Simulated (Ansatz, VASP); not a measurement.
Two plane-wave programs on CuO

```
Cu O
1.0
     2.83633    0.00000    0.00000
    -1.41816    2.45633    0.00000
     0.00000    0.00000    2.76811
Cu O
1 1
Direct
  0.00000 0.00000 0.00000
  0.66667 0.33333 0.50000
```

Alike in both runs: functional LDA; k mesh 11 × 11 × 10; occupations fermi-dirac, width 0.05 eV; no spin polarisation.

|  | VASP | Ansatz |
| --- | --- | --- |
| version | VASP 6.6.1 | Ansatz 0.2.0 |
| potentials or method | VASP PAW LDA potentials, release 64 (Cu, O) | Ansatz PAW |
| plane-wave cutoff (eV) | 520 | 420 |
| valence electrons in the cell | 17 | 25 |
| task | single point | band structure |

VASP gave:

- gap on the k mesh at the Fermi level (eV): none
- pressure (GPa): -15.9
- traceless stress, the component that is largest in VASP (GPa): -8.77

Question: What did Ansatz give for the same quantities?

Answer: gap on the k mesh at the Fermi level (eV): none; pressure (GPa): -16.3; traceless stress, the component that is largest in VASP (GPa): -8.76.

LDA's correlation is that of Perdew and Zunger in VASP and of Perdew and Wang (1992) in Ansatz. A gap of «none» marks a metal or a gap that the smearing closes. VASP's potentials hold 17 valence electrons a cell and Ansatz's 25, so a difference there can come from the potentials and not from the codes.
